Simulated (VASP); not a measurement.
# TiO2 (k06) (P4_2/mnm) in VASP: single point with PBEsol

Aim: the single point of TiO2 (k06) with PBEsol.

Everything below comes from runs of VASP 6.6.1. Logs are shortened: lines on timing, memory, paths and dates and some standing lists are left out, and cuts for length are marked.

**Measured values to compare with.**

From “Shallow Valence Band of Rutile GeO2 and P-type Doping”, 2020, arxiv:2011.08928, for a bulk crystal of TiO2 at 1.6 K: band gap 3.03 eV (direct).

The runs below are set against these values where they give the same quantity.

### Step 1. The cell of the first run

It takes space group P4_2/mnm (No. 136, tetragonal). Conventional cell: a = 4.592 Å, b = 4.592 Å, c = 2.939 Å, α = 90.00°, β = 90.00°, γ = 90.00°. Ti (site symmetry mmm) has 6 O at 1.94 to 1.98 Å within 2.6 Å. O (site symmetry m2m) has 3 Ti at 1.94 to 1.98 Å and 1 O at 2.54 Å within 2.6 Å.

### Step 2. Single point, PBEsol

INCAR reads:

```
PREC = Accurate
ENCUT = 520
EDIFF = 1E-6
ISMEAR = 0
SIGMA = 0.02
LREAL = F
LASPH = T
NELM = 60
ALGO = Normal
ISIF = 2
LWAVE = F
LCHARG = T
GGA = PS
LELF = T
LVHAR = T
NBANDS = 33
```

KPOINTS reads:

```
Automatic mesh
0
Gamma
  10 10 14
```

POSCAR reads:

```
TiO2
1.0
    4.5915991500      0.0000000000      0.0000000000
    0.0000000000      4.5915991500      0.0000000000
    0.0000000000      0.0000000000      2.9390735211
Ti O
2 4
Direct
    0.0000000000      0.0000000000      0.0000000000
    0.5000000000      0.5000000000      0.5000000000
    0.3044221961      0.3044221961      0.0000000000
    0.1955778039      0.8044221961      0.5000000000
    0.6955778039      0.6955778039      0.0000000000
    0.8044221961      0.1955778039      0.5000000000
```

Potentials or basis: VASP PAW PBE potentials, release 64 (Ti_sv, O).

The run is started by

```
cat potpaw_PBE.64/Ti_sv/POTCAR potpaw_PBE.64/O/POTCAR > POTCAR
mpirun -np 1 vasp_std > vasp.out
```

OUTCAR:

```text
PREC = Accurate
   ENCUT = 520
   EDIFF = 1E-6
   ISMEAR = 0
   LREAL = F
   LASPH = T
   NELM = 60
   ISIF = 2
   GGA = PS

 ion  position               nearest neighbor table
   1  0.000  0.000  0.000-   4 1.94   6 1.94   4 1.94   6 1.94   5 1.98   3 1.98
   2  0.500  0.500  0.500-   3 1.94   5 1.94   3 1.94   5 1.94   4 1.98   6 1.98
   3  0.304  0.304  0.000-   2 1.94   2 1.94   1 1.98
   4  0.196  0.804  0.500-   1 1.94   1 1.94   2 1.98
   5  0.696  0.696  0.000-   2 1.94   2 1.94   1 1.98
   6  0.804  0.196  0.500-   1 1.94   1 1.94   2 1.98

  LATTYP: Found a simple tetragonal cell.
 ALAT       =     4.5915991500
 C/A-ratio  =     0.6400980192

  Lattice vectors:

 A1 = (   4.5915991500,   0.0000000000,   0.0000000000)
 A2 = (   0.0000000000,   4.5915991500,   0.0000000000)
 A3 = (   0.0000000000,   0.0000000000,   2.9390735211)

Analysis of symmetry for initial positions (statically):
=====================================================================
 Subroutine PRICEL returns:
 Original cell was already a primitive cell.

 Routine SETGRP: Setting up the symmetry group for a
 simple tetragonal supercell.

 Subroutine GETGRP returns: Found 16 space group operations
 (whereof  8 operations were pure point group operations)
 out of a pool of 16 trial point group operations.

The static configuration has the point symmetry D_2h.
 The point group associated with its full space group is D_4h.

Analysis of symmetry for dynamics (positions and initial velocities):
=====================================================================
 Subroutine PRICEL returns:
 Original cell was already a primitive cell.

 Routine SETGRP: Setting up the symmetry group for a
 simple tetragonal supercell.

 Subroutine GETGRP returns: Found 16 space group operations
 (whereof  8 operations were pure point group operations)
 out of a pool of 16 trial point group operations.

The dynamic configuration has the point symmetry D_2h.
 The point group associated with its full space group is D_4h.

 Subroutine INISYM returns: Found 16 space group operations
 (whereof  8 operations are pure point group operations),
 and found     1 'primitive' translations

----------------------------------------------------------------------------------------

                                     Primitive cell

  volume of cell :      61.9638

  direct lattice vectors                    reciprocal lattice vectors
     4.591599150  0.000000000  0.000000000     0.217789046  0.000000000  0.000000000
     0.000000000  4.591599150  0.000000000     0.000000000  0.217789046  0.000000000
     0.000000000  0.000000000  2.939073521     0.000000000  0.000000000  0.340243275

  length of vectors
     4.591599150  4.591599150  2.939073521     0.217789046  0.217789046  0.340243275

  position of ions in fractional coordinates (direct lattice)
     0.000000000  0.000000000  0.000000000
     0.500000000  0.500000000  0.500000000
     0.304422196  0.304422196  0.000000000
     0.195577804  0.804422196  0.500000000
     0.695577804  0.695577804  0.000000000
     0.804422196  0.195577804  0.500000000

  ion indices of the primitive-cell ions
   primitive index   ion index
                 1           1
                 2           2
                 3           3
                 4           4
                 5           5
                 6           6

----------------------------------------------------------------------------------------

 KPOINTS: Automatic mesh

Automatic generation of k-mesh.
 Grid dimensions read from file:
 generate k-points for:   10   10   14

 Generating k-lattice:

  Cartesian coordinates                     Fractional coordinates (reciprocal lattice)
     0.021778905  0.000000000  0.000000000     0.100000000  0.000000000  0.000000000
     0.000000000  0.021778905  0.000000000     0.000000000  0.100000000  0.000000000
     0.000000000  0.000000000  0.024303091     0.000000000  0.000000000  0.071428571

  Length of vectors
     0.021778905  0.021778905  0.024303091

  Shift w.r.t. Gamma in fractional coordinates (k-lattice)
     0.000000000  0.000000000  0.000000000

 Subroutine IBZKPT returns following result:
 ===========================================

 Found    168 irreducible k-points:

 Following reciprocal coordinates:
            Coordinates               Weight
  0.000000  0.000000  0.000000      1.000000
  0.100000  0.000000  0.000000      4.000000
  0.200000  0.000000  0.000000      4.000000
  0.300000  0.000000  0.000000      4.000000
  0.400000  0.000000  0.000000      4.000000
  0.500000  0.000000  0.000000      2.000000
[... 16 lines left out ...]
  0.100000  0.000000  0.071429      8.000000
  0.200000  0.000000  0.071429      8.000000
 [... further k-points ...]
   k-points           NKPTS =    168   k-points in BZ     NKDIM =    168   number of bands    NBANDS=     33
   number of dos      NEDOS =    301   number of ions     NIONS =      6
   total plane-waves  NPLWV =  31104
   dimension x,y,z NGX =    36 NGY =   36 NGZ =   24
   dimension x,y,z NGXF=    72 NGYF=   72 NGZF=   48
   ions per type =               2   4
   NGX,Y,Z   is equivalent  to a cutoff of  13.03, 13.03, 13.58 a.u.
   NGXF,Y,Z  is equivalent  to a cutoff of  26.07, 26.07, 27.15 a.u.
 SYSTEM =  unknown system
   PREC   = accura    normal or accurate (medium, high low for compatibility)
   ISTART =      0    job   : 0-new  1-cont  2-samecut
   ICHARG =      2    charge: 1-file 2-atom 10-const
   ISPIN  =      1    spin polarized calculation?
   LNONCOLLINEAR =      F non collinear calculations
   LSORBIT =      F    spin-orbit coupling
   LASPH  =      T    aspherical Exc in radial PAW
   ENCUT  =  520.0 eV  38.22 Ry    6.18 a.u.   8.54  8.54  5.46*2*pi/ulx,y,z
   NELM   =     60;   NELMIN=  2; NELMDL= -5     # of ELM steps
   EDIFF  = 0.1E-05   stopping-criterion for ELM
   LREAL  =      F    real-space projection
   EDIFFG = 0.1E-04   stopping-criterion for IOM
   NSW    =      0    number of steps for IOM
   IBRION =     -1    ionic relax: 0-MD 1-quasi-New 2-CG
   NFREE  =      0    steps in history (QN), initial steepest desc. (CG)
   ISIF   =      2    stress and relaxation
   ISYM   =      2    0-nonsym 1-usesym 2-fastsym
   POTIM  = 0.5000    time-step for ionic-motion
   TEBEG  =    0.0;   TEEND  =   0.0 temperature during run
   PSTRESS=    0.0 pullay stress
   NELECT =      48.0000    total number of electrons
   NUPDOWN=      -1.0000    fix difference up-down
   EMIN   =  10.00;   EMAX   =-10.00  energy-range for DOS
   EFERMI =   0.00;   METHOD = LEGACY
   ISMEAR =     0;   SIGMA  =   0.02  broadening in eV -4-tet -1-fermi 0-gaus
   EFERMI_NEDOS =   21; number of points for ismear=-14 and -15
   IALGO  =     38    algorithm
   IMIX   =      4    mixing-type and parameters
     AMIX     =   0.40;   BMIX     =  1.00
     AMIX_MAG =   1.60;   BMIX_MAG =  1.00
  volume/ion in A,a.u.               =      10.33        69.69
  Fermi-wavevector in a.u.,A,eV,Ry     =   1.503520  2.841240 30.756941  2.260571
  Thomas-Fermi vector in A             =   2.614619
   LORBIT       =      0    0 simple, 1 ext, 2 COOP (PROOUT), +10 PAW based schemes
   GGA     = PS    functional components
   LHFCALC =     F    Hartree Fock is set to
   AEXX    =    0.0000 exact exchange contribution
   IVDW    =     0    specifies the selected vdW correction
   LEPSILON=     F    determine dielectric tensor
   LRPA    =     F    only Hartree local field effects (RPA)
 non-spin polarized calculation
 Gauss-broadening in eV      SIGMA  =   0.02
  energy-cutoff  :      520.00
  volume of cell :       61.96
 maximum number of plane-waves:      1696
 NGX is ok and might be reduce to    36
   NGX = 17   NGY = 17   NGZ = 11

 number of electron      48.0000020 magnetization

 Free energy of the ion-electron system (eV)
  ---------------------------------------------------
  ext. energy  EPLUGINS =         0.00000000
  ---------------------------------------------------
  free energy    TOTEN  =       -56.09844827 eV

  energy without entropy =      -56.09844827  energy(sigma->0) =      -56.09844827

 E-fermi :   5.0011     XC(G=0): -11.7417

 val. band max:        4.7995180962   @ k =   0.0000   0.0000   0.0000
 cond. band min:       6.6399845415   @ k =   0.0000   0.0000   0.0000
 fundamental gap:      1.8404664452
 Fermi energy:         5.0011170954

 k-point     1 :       0.0000    0.0000    0.0000
  band No.  band energies     occupation
      1     -51.8235      2.00000
      2     -51.8051      2.00000
      3     -28.2541      2.00000
      4     -28.2541      2.00000
      5     -28.0796      2.00000
      6     -28.0796      2.00000
[... 25 lines left out ...]
     32      11.5218      0.00000
     33      11.5677      0.00000

 k-point     2 :       0.1000    0.0000    0.0000
  band No.  band energies     occupation
      1     -51.8230      2.00000
      2     -51.8056      2.00000
      3     -28.2506      2.00000
      4     -28.2503      2.00000
      5     -28.0839      2.00000
      6     -28.0835      2.00000
[... 25 lines left out ...]
     32      11.4852      0.00000
     33      11.4935      0.00000

 k-point     3 :       0.2000    0.0000    0.0000
  band No.  band energies     occupation
      1     -51.8217      2.00000
      2     -51.8069      2.00000
      3     -28.2407      2.00000
      4     -28.2395      2.00000
      5     -28.0959      2.00000
      6     -28.0946      2.00000
[... 25 lines left out ...]
     32      11.3888      0.00000
     33      11.4155      0.00000

 k-point     4 :       0.3000    0.0000    0.0000
  band No.  band energies     occupation
      1     -51.8197      2.00000
      2     -51.8089      2.00000
      3     -28.2255      2.00000
      4     -28.2233      2.00000
      5     -28.1135      2.00000
      6     -28.1112      2.00000
[... 673 lines left out ...]
     32      11.4327      0.00000
     33      11.4327      0.00000

 k-point    23 :       0.1000    0.0000    0.0714
  band No.  band energies     occupation
      1     -51.8206      2.00000
      2     -51.8036      2.00000
      3     -28.2446      2.00000
      4     -28.2441      2.00000
      5     -28.0830      2.00000
      6     -28.0826      2.00000
[... 25 lines left out ...]
     32      11.3797      0.00000
     33      11.4038      0.00000

 k-point    24 :       0.2000    0.0000    0.0714
  band No.  band energies     occupation
      1     -51.8193      2.00000
      2     -51.8048      2.00000
      3     -28.2351      2.00000
      4     -28.2335      2.00000
      5     -28.0958      2.00000
      6     -28.0939      2.00000
[... 25 lines left out ...]
     32      11.2534      0.00000
     33      11.3246      0.00000

 [... further k-points ...]
[... 5 lines left out ...]
  --------------------------------------------------------------------------------------
  -------------------------------------------------------------------------------------
  Total        0.1900899      0.1900899      0.3067086      0.0000000      0.0000000      0.0000000
  in kB        4.9150871      4.9150871      7.9304569      0.0000000      0.0000000      0.0000000
  external PRESSURE =       5.9202103 kB  Pullay stress =       0.0000000 kB

 VOLUME and BASIS-vectors are now :
 -----------------------------------------------------------------------------
  energy-cutoff  :      520.00
  volume of cell :       61.96
      direct lattice vectors                 reciprocal lattice vectors
     4.591599150  0.000000000  0.000000000     0.217789046  0.000000000  0.000000000
     0.000000000  4.591599150  0.000000000     0.000000000  0.217789046  0.000000000
     0.000000000  0.000000000  2.939073521     0.000000000  0.000000000  0.340243275

 POSITION                                       TOTAL-FORCE (eV/Angst)
 -----------------------------------------------------------------------------------
      0.00000      0.00000      0.00000        -0.000000     -0.000000      0.000000
      2.29580      2.29580      1.46954        -0.000000     -0.000000      0.000000
      1.39778      1.39778      0.00000        -0.015417     -0.015417      0.000000
      0.89801      3.69358      1.46954         0.015417     -0.015417      0.000000
      3.19381      3.19381      0.00000         0.015417      0.015417     -0.000000
      3.69358      0.89801      1.46954        -0.015417      0.015417     -0.000000
 -----------------------------------------------------------------------------------
    total drift:                                0.000000      0.000000      0.000000

  FREE ENERGIE OF THE ION-ELECTRON SYSTEM (eV)
  ---------------------------------------------------
  free  energy   TOTEN  =       -56.0984482731 eV

  energy  without entropy=      -56.0984482731  energy(sigma->0) =      -56.09844827
```

It took 3.3 min on 1 thread of Intel Xeon Platinum 8488C (Sapphire Rapids), shared host; peak memory 0.37 GiB.

Results:

- Free energy: -56.0984 eV
- Pressure: 0.6 GPa
- Largest force: 0.022 eV/Å
- Band gap on the k mesh: 1.84 eV, direct

Forces on the atoms (eV/Å):
```
Ti   0.000  0.000  0.000
Ti   0.000  0.000  0.000
O   -0.015 -0.015  0.000
O    0.015 -0.015  0.000
O    0.015  0.015  0.000
O   -0.015  0.015  0.000
```

Levels at points of the mesh, in eV from the valence-band top:
| k point | band 22 | band 23 | band 24 | band 25 | band 26 | band 27 |
| --- | --- | --- | --- | --- | --- | --- |
| (0.00, 0.00, 0.00) | -0.46 | -0.46 | 0.00 | 1.84 | 2.12 | 2.42 |
| (0.50, 0.00, 0.00) | -1.63 | -0.76 | -0.76 | 2.52 | 2.52 | 3.05 |
| (0.50, 0.50, 0.00) | -1.29 | -1.08 | -1.08 | 1.88 | 1.88 | 2.54 |
| (0.00, 0.00, 0.50) | -2.43 | -1.45 | -1.45 | 2.99 | 2.99 | 3.24 |
| (0.50, 0.00, 0.50) | -2.08 | -1.06 | -1.06 | 1.88 | 1.88 | 3.26 |
| (0.50, 0.50, 0.50) | -1.31 | -0.68 | -0.68 | 2.60 | 2.60 | 3.22 |

Caveat: the PAW data sets were made with another functional, which shifts forces and pressure a little.

### Step 3. Comparison with measurements

Step 2. A measured gap of TiO2 is 3.03 eV (direct; 1.6 K; quoted in “Shallow Valence Band of Rutile GeO2 and P-type Doping”, 2020, arxiv:2011.08928); the calculated 1.84 eV misses it by -1.19 eV. 2 values of this kind are on record in papers (3.03 to 3.05 eV); this one was drawn at random among those near their median. The value is that of PBEsol on a finite k mesh, which can miss the band edges, without temperature or zero-point motion. Semilocal functionals fall short of measured gaps as a rule.
